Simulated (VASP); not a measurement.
# Ca (I4/mmm) in VASP: further runs

Aim: see how the results for Ca move with the level of theory and the settings. Levels: LDA, revPBE. Tasks: single point.

Everything below comes from runs of VASP 6.6.1. Logs are shortened: lines on timing, memory, paths and dates and some standing lists are left out, and cuts for length are marked.

### 1 The cell of the first run

The structure is tetragonal, space group I4/mmm (No. 139). The conventional cell has a = 4.381 Å, b = 4.381 Å, c = 4.363 Å, α = 90.00°, β = 90.00°, γ = 90.00°. Within 5.0 Å of Ca (site symmetry 4/mmm) lie 14 Ca at 3.79 to 4.38 Å.

This isn't the form of Ca at room conditions, which is fcc.

### 2 Single point, LDA

The input, INCAR:

```
PREC = Accurate
ENCUT = 520
EDIFF = 1E-6
ISMEAR = 1
SIGMA = 0.05
LREAL = False
LASPH = True
NELM = 80
ALGO = Fast
ISIF = 2
LWAVE = False
LCHARG = True
GGA = CA
LELF = True
LVHAR = True
NBANDS = 11
```

The input, KPOINTS:

```
Automatic mesh
0
Gamma
  9 9 9
```

The input, POSCAR:

```
Ca
1.0
   -2.1904044247      2.1904044247      2.1813753403
    2.1904044247     -2.1904044247      2.1813753403
    2.1904044247      2.1904044247     -2.1813753403
Ca
1
Direct
    0.5000000000      0.5000000000      0.0000000000
```

Potentials or basis: VASP PAW LDA potentials, release 64 (Ca_sv).

Launch:

```bash
cat potpaw_LDA.64/Ca_sv/POTCAR > POTCAR
mpirun -np 1 vasp_std > vasp.out
```

OUTCAR:

```text
PREC = Accurate
   ENCUT = 520
   EDIFF = 1E-6
   ISMEAR = 1
   LREAL = False
   LASPH = True
   NELM = 80
   ISIF = 2
   GGA = CA

 ion  position               nearest neighbor table
   1  0.500  0.500  0.000-

  LATTYP: Found a body centered tetragonal cell.
 ALAT       =     4.3808088494
 C/A-ratio  =     0.9958778916

  Lattice vectors:

 A1 = (  -2.1904044247,   2.1904044247,   2.1813753403)
 A2 = (   2.1904044247,  -2.1904044247,   2.1813753403)
 A3 = (   2.1904044247,   2.1904044247,  -2.1813753403)

Analysis of symmetry for initial positions (statically):
=====================================================================
 Subroutine PRICEL returns:
 Original cell was already a primitive cell.

 Routine SETGRP: Setting up the symmetry group for a
 body centered tetragonal supercell.

 Subroutine GETGRP returns: Found 16 space group operations
 (whereof 16 operations were pure point group operations)
 out of a pool of 16 trial point group operations.

The static configuration has the point symmetry D_4h.

Analysis of symmetry for dynamics (positions and initial velocities):
=====================================================================
 Subroutine PRICEL returns:
 Original cell was already a primitive cell.

 Routine SETGRP: Setting up the symmetry group for a
 body centered tetragonal supercell.

 Subroutine GETGRP returns: Found 16 space group operations
 (whereof 16 operations were pure point group operations)
 out of a pool of 16 trial point group operations.

The dynamic configuration has the point symmetry D_4h.

 Subroutine INISYM returns: Found 16 space group operations
 (whereof 16 operations are pure point group operations),
 and found     1 'primitive' translations

----------------------------------------------------------------------------------------

                                     Primitive cell

  volume of cell :      41.8638

  direct lattice vectors                    reciprocal lattice vectors
    -2.190404425  2.190404425  2.181375340     0.000000000  0.228268348  0.229213190
     2.190404425 -2.190404425  2.181375340     0.228268348  0.000000000  0.229213190
     2.190404425  2.190404425 -2.181375340     0.228268348  0.228268348  0.000000000

  length of vectors
     3.788685981  3.788685981  3.788685981     0.323488988  0.323488988  0.322820194

  position of ions in fractional coordinates (direct lattice)
     0.500000000  0.500000000  0.000000000

  ion indices of the primitive-cell ions
   primitive index   ion index
                 1           1

----------------------------------------------------------------------------------------

 KPOINTS: Automatic mesh

Automatic generation of k-mesh.
 Grid dimensions read from file:
 generate k-points for:    9    9    9

 Generating k-lattice:

  Cartesian coordinates                     Fractional coordinates (reciprocal lattice)
     0.000000000  0.025363150  0.025468132     0.111111111  0.000000000  0.000000000
     0.025363150  0.000000000  0.025468132     0.000000000  0.111111111  0.000000000
     0.025363150  0.025363150  0.000000000     0.000000000  0.000000000  0.111111111

  Length of vectors
     0.035943221  0.035943221  0.035868910

  Shift w.r.t. Gamma in fractional coordinates (k-lattice)
     0.000000000  0.000000000  0.000000000

 Subroutine IBZKPT returns following result:
 ===========================================

 Found     75 irreducible k-points:

 Following reciprocal coordinates:
            Coordinates               Weight
  0.000000  0.000000  0.000000      1.000000
  0.111111  0.000000  0.000000      8.000000
  0.222222  0.000000  0.000000      8.000000
  0.333333  0.000000 -0.000000      8.000000
  0.444444  0.000000  0.000000      8.000000
  0.111111  0.111111  0.000000      8.000000
[... 16 lines left out ...]
 -0.333333  0.333333  0.000000      4.000000
  0.444444  0.444444  0.000000      8.000000
 [... further k-points ...]
   k-points           NKPTS =     75   k-points in BZ     NKDIM =     75   number of bands    NBANDS=     11
   number of dos      NEDOS =    301   number of ions     NIONS =      1
   total plane-waves  NPLWV =  21952
   dimension x,y,z NGX =    28 NGY =   28 NGZ =   28
   dimension x,y,z NGXF=    56 NGYF=   56 NGZF=   56
   ions per type =               1
   NGX,Y,Z   is equivalent  to a cutoff of  12.29, 12.29, 12.29 a.u.
   NGXF,Y,Z  is equivalent  to a cutoff of  24.57, 24.57, 24.57 a.u.
 SYSTEM =  unknown system
   PREC   = accura    normal or accurate (medium, high low for compatibility)
   ISTART =      0    job   : 0-new  1-cont  2-samecut
   ICHARG =      2    charge: 1-file 2-atom 10-const
   ISPIN  =      1    spin polarized calculation?
   LNONCOLLINEAR =      F non collinear calculations
   LSORBIT =      F    spin-orbit coupling
   LASPH  =      T    aspherical Exc in radial PAW
   ENCUT  =  520.0 eV  38.22 Ry    6.18 a.u.   7.04  7.04  7.04*2*pi/ulx,y,z
   NELM   =     80;   NELMIN=  2; NELMDL= -5     # of ELM steps
   EDIFF  = 0.1E-05   stopping-criterion for ELM
   LREAL  =      F    real-space projection
   EDIFFG = 0.1E-04   stopping-criterion for IOM
   NSW    =      0    number of steps for IOM
   IBRION =     -1    ionic relax: 0-MD 1-quasi-New 2-CG
   NFREE  =      0    steps in history (QN), initial steepest desc. (CG)
   ISIF   =      2    stress and relaxation
   ISYM   =      2    0-nonsym 1-usesym 2-fastsym
   POTIM  = 0.5000    time-step for ionic-motion
   TEBEG  =    0.0;   TEEND  =   0.0 temperature during run
   PSTRESS=    0.0 pullay stress
   NELECT =      10.0000    total number of electrons
   NUPDOWN=      -1.0000    fix difference up-down
   EMIN   =  10.00;   EMAX   =-10.00  energy-range for DOS
   EFERMI =   0.00;   METHOD = LEGACY
   ISMEAR =     1;   SIGMA  =   0.05  broadening in eV -4-tet -1-fermi 0-gaus
   EFERMI_NEDOS =   21; number of points for ismear=-14 and -15
   IALGO  =     68    algorithm
   IMIX   =      4    mixing-type and parameters
     AMIX     =   0.40;   BMIX     =  1.00
     AMIX_MAG =   1.60;   BMIX_MAG =  1.00
  volume/ion in A,a.u.               =      41.86       282.51
  Fermi-wavevector in a.u.,A,eV,Ry     =   1.015769  1.919526 14.038323  1.031788
  Thomas-Fermi vector in A             =   2.149075
   LORBIT       =      0    0 simple, 1 ext, 2 COOP (PROOUT), +10 PAW based schemes
   GGA     = CA    functional components
   LHFCALC =     F    Hartree Fock is set to
   AEXX    =    0.0000 exact exchange contribution
   IVDW    =     0    specifies the selected vdW correction
   LEPSILON=     F    determine dielectric tensor
   LRPA    =     F    only Hartree local field effects (RPA)
 non-spin polarized calculation
 RMM-DIIS sequential band-by-band and
 Methfessel and Paxton  Order N= 1 SIGMA  =   0.05
  energy-cutoff  :      520.00
  volume of cell :       41.86
 maximum number of plane-waves:      1141
   NGX = 15   NGY = 15   NGZ = 15

 number of electron      10.0000003 magnetization

 Free energy of the ion-electron system (eV)
  ---------------------------------------------------
  ext. energy  EPLUGINS =         0.00000000
  ---------------------------------------------------
  free energy    TOTEN  =        -2.16482647 eV

  energy without entropy =       -2.16382494  energy(sigma->0) =       -2.16449263

 E-fermi :   1.8925     XC(G=0):  -7.9891

 val. band max:        1.8892351405   @ k =  -0.2222  -0.4444   0.1111
 cond. band min:       1.8937473322   @ k =   0.4444   0.4444   0.0000
 fundamental gap:      0.0045121917
 Fermi energy:         1.8924930335

 k-point     1 :       0.0000    0.0000    0.0000
  band No.  band energies     occupation
      1     -39.7255      2.00000
      2     -20.9337      2.00000
      3     -20.9307      2.00000
      4     -20.9307      2.00000
      5      -2.2144      2.00000
      6       4.0236      0.00000
      7       4.0411      0.00000
      8       4.0411      0.00000
      9       5.1015      0.00000
     10       5.1276      0.00000
     11      12.1934      0.00000

 k-point     2 :       0.1111    0.0000    0.0000
  band No.  band energies     occupation
      1     -39.7236      2.00000
      2     -20.9503      2.00000
      3     -20.9367      2.00000
      4     -20.9320      2.00000
      5      -1.9891      2.00000
      6       3.8999      0.00000
      7       3.9475      0.00000
      8       4.2028      0.00000
      9       4.9824      0.00000
     10       5.1152      0.00000
     11      11.8535      0.00000

 k-point     3 :       0.2222    0.0000    0.0000
  band No.  band energies     occupation
      1     -39.7186      2.00000
      2     -20.9954      2.00000
      3     -20.9518      2.00000
      4     -20.9321      2.00000
      5      -1.3431      2.00000
      6       3.5057      0.00000
      7       3.5954      0.00000
      8       4.6885      0.00000
      9       4.9132      0.00000
     10       5.1569      0.00000
     11      10.2124      0.00000

 k-point     4 :       0.3333    0.0000   -0.0000
  band No.  band energies     occupation
      1     -39.7131      2.00000
      2     -21.0460      2.00000
      3     -20.9690      2.00000
      4     -20.9321      2.00000
      5      -0.3764      2.00000
      6       2.8201     -0.00000
      7       3.2899      0.00000
      8       5.0073      0.00000
      9       5.2581      0.00000
     10       5.3936      0.00000
     11       8.3795      0.00000
[... 239 lines left out ...]
 k-point    22 :      -0.4444    0.3333   -0.0000
  band No.  band energies     occupation
      1     -39.7103      2.00000
      2     -21.0613      2.00000
      3     -20.9820      2.00000
      4     -20.9368      2.00000
      5       0.2975      2.00000
      6       2.4468     -0.00000
      7       3.1373      0.00000
      8       4.9503      0.00000
      9       5.3415      0.00000
     10       5.8565      0.00000
     11       7.5987      0.00000

 k-point    23 :      -0.3333    0.3333    0.0000
  band No.  band energies     occupation
      1     -39.7131      2.00000
      2     -21.0445      2.00000
      3     -20.9716      2.00000
      4     -20.9303      2.00000
      5      -0.3837      2.00000
      6       2.8104     -0.00000
      7       3.3099      0.00000
      8       4.9854      0.00000
      9       5.2594      0.00000
     10       5.3971      0.00000
     11       8.3585      0.00000

 k-point    24 :       0.4444    0.4444    0.0000
  band No.  band energies     occupation
      1     -39.7085      2.00000
      2     -21.0757      2.00000
      3     -20.9893      2.00000
      4     -20.9369      2.00000
      5       1.0669      2.00000
      6       1.8937      0.95756
      7       3.0463      0.00000
      8       4.9454      0.00000
      9       5.3907      0.00000
     10       6.2438      0.00000
     11       6.9999      0.00000

 [... further k-points ...]

------------------------ aborting loop because EDIFF is reached ----------------------------------------

  FORCE on cell =-STRESS in cart. coord.  units (eV):
  Direction    XX          YY          ZZ          XY          YZ          ZX
  --------------------------------------------------------------------------------------
  -------------------------------------------------------------------------------------
  Total       -0.4151054     -0.4151054     -0.4441752      0.0000000      0.0000000      0.0000000
  in kB      -15.8865630    -15.8865630    -16.9990994      0.0000000      0.0000000      0.0000000
  external PRESSURE =     -16.2574084 kB  Pullay stress =       0.0000000 kB

 VOLUME and BASIS-vectors are now :
 -----------------------------------------------------------------------------
  energy-cutoff  :      520.00
  volume of cell :       41.86
      direct lattice vectors                 reciprocal lattice vectors
    -2.190404425  2.190404425  2.181375340     0.000000000  0.228268348  0.229213190
     2.190404425 -2.190404425  2.181375340     0.228268348  0.000000000  0.229213190
     2.190404425  2.190404425 -2.181375340     0.228268348  0.228268348  0.000000000

 POSITION                                       TOTAL-FORCE (eV/Angst)
 -----------------------------------------------------------------------------------
      0.00000      0.00000      2.18138        -0.000000      0.000000      0.000000
 -----------------------------------------------------------------------------------
    total drift:                                0.000000     -0.000000      0.000000

  FREE ENERGIE OF THE ION-ELECTRON SYSTEM (eV)
  ---------------------------------------------------
  free  energy   TOTEN  =        -2.1648264729 eV

  energy  without entropy=       -2.1638249419  energy(sigma->0) =       -2.16449263
```

Wall time 17 s (1 thread of Intel Xeon 6975P-C (Granite Rapids), shared host); peak memory 0.15 GiB.

What came out:

* Free energy: -2.1648 eV
* Pressure: -1.6 GPa
* Band gap on the k mesh: zero (bands 5 and 6 overlap by 0.16 eV)

### 3 Single point, revPBE

This run uses another cell than the first one, of 42.72 Å³/atom.

The input, INCAR:

```
ALGO = Fast
EDIFF = 1E-7
ENCUT = 520
GGA = RE
ISIF = 2
ISMEAR = -5
LASPH = True
LCHARG = False
LREAL = False
LWAVE = False
NBANDS = 11
NELM = 100
PREC = Accurate
SIGMA = 0.05
```

The input, KPOINTS:

```
k-points
0
Gamma
  9 9 9
```

The input, POSCAR:

```
Ca
1.0
   -2.2052049036      2.2052049036      2.1961148100
    2.2052049036     -2.2052049036      2.1961148100
    2.2052049036      2.2052049036     -2.1961148100
Ca
1
Direct
    0.5000000000      0.5000000000      0.0000000000
```

Potentials or basis: VASP PAW PBE potentials, release 64 (Ca_sv).

Launch:

```bash
cat potpaw_PBE.64/Ca_sv/POTCAR > POTCAR
mpirun -np 1 vasp_std > vasp.out
```

It took 22 s on 1 thread of Intel Xeon 6975P-C (Granite Rapids), shared host; peak memory 0.17 GiB.

Results (log left out):

```
Free energy            : -1.7423 eV
Pressure               : 0.3 GPa
Band gap on the k mesh : zero (bands 5 and 6 overlap by 0.22 eV)
```

Stress tensor (GPa, compression positive):
```
0.38 0.00 0.00
0.00 0.38 0.00
0.00 0.00 0.19
```

Levels at points of the mesh, in eV from the Fermi level:
```
           k point  band 3  band 4  band 5  band 6  band 7  band 8
(0.00, 0.00, 0.00)  -23.06  -23.06   -4.07    2.29    2.30    2.30
```

Caveat: the PAW data sets were made with another functional, which shifts forces and pressure a little; tetrahedron occupations give inexact forces and stress in metals.

### 4 Single point, LDA

This run uses another cell than the first one, of 42.72 Å³/atom.

Edit INCAR of step 3 so:

```diff
@@ -1,7 +1,7 @@
-ALGO = Fast
+ALGO = Normal
 EDIFF = 1E-7
 ENCUT = 520
-GGA = RE
+GGA = CA
 ISIF = 2
-ISMEAR = -5
+ISMEAR = 1
 LASPH = True
```

KPOINTS is that of step 3.

POSCAR is that of step 3.

Potentials or basis: VASP PAW LDA potentials, release 64 (Ca_sv).

Launch:

```bash
cat potpaw_LDA.64/Ca_sv/POTCAR > POTCAR
mpirun -np 1 vasp_std > vasp.out
```

Wall time 14 s (1 thread of Intel Xeon 6975P-C (Granite Rapids), shared host); peak memory 0.16 GiB.

The run converged. Its results:

```yaml
Free_energy: -2.1557 eV
Pressure: -1.8 GPa
Band_gap_on_the_k_mesh: zero (bands 5 and 6 overlap by 0.16 eV)
```

Stress tensor (GPa, compression positive):
```
-1.81  0.00  0.00
 0.00 -1.81  0.00
 0.00  0.00 -1.90
```

Levels at points of the mesh, in eV from the Fermi level:
| k point | band 3 | band 4 | band 5 | band 6 | band 7 | band 8 |
| --- | --- | --- | --- | --- | --- | --- |
| (0.00, 0.00, 0.00) | -22.88 | -22.88 | -4.07 | 2.10 | 2.12 | 2.12 |

### 5 Single point, LDA

This run uses another cell than the first one, of 43.57 Å³/atom.

The input, INCAR:

```
PREC = Accurate
ENCUT = 520
EDIFF = 1E-6
ISMEAR = 1
SIGMA = 0.05
LREAL = F
LASPH = T
NELM = 80
ALGO = Normal
ISIF = 2
LWAVE = F
LCHARG = T
LELF = T
LVHAR = T
NBANDS = 11
```

The input, KPOINTS:

```
Automatic mesh
0
Gamma
  9 9 9
```

The input, POSCAR:

```
Ca
1.0
   -2.2198093352      2.2198093352      2.2106590405
    2.2198093352     -2.2198093352      2.2106590405
    2.2198093352      2.2198093352     -2.2106590405
Ca
1
Direct
    0.5000000000      0.5000000000      0.0000000000
```

Launch:

```bash
cat potpaw_LDA.64/Ca_sv/POTCAR > POTCAR
mpirun -np 1 vasp_std > vasp.out
```

Run time: 15 s. Hardware: 1 thread of Intel Xeon 6975P-C (Granite Rapids), shared host; peak memory 0.17 GiB.

The run converged. Its results:

```
Free energy            : -2.1455 eV
Pressure               : -2.1 GPa
Band gap on the k mesh : zero (bands 5 and 6 overlap by 0.17 eV)
```

Levels at points of the mesh, in eV from the Fermi level:
```
           k point  band 1  band 2  band 3  band 4  band 5  band 6  band 7  band 8  band 9  band 10
(0.00, 0.00, 0.00)  -41.72  -22.93  -22.93  -22.93   -4.03    2.07    2.09    2.09    3.11     3.13
```

[end of part 1 of 2]
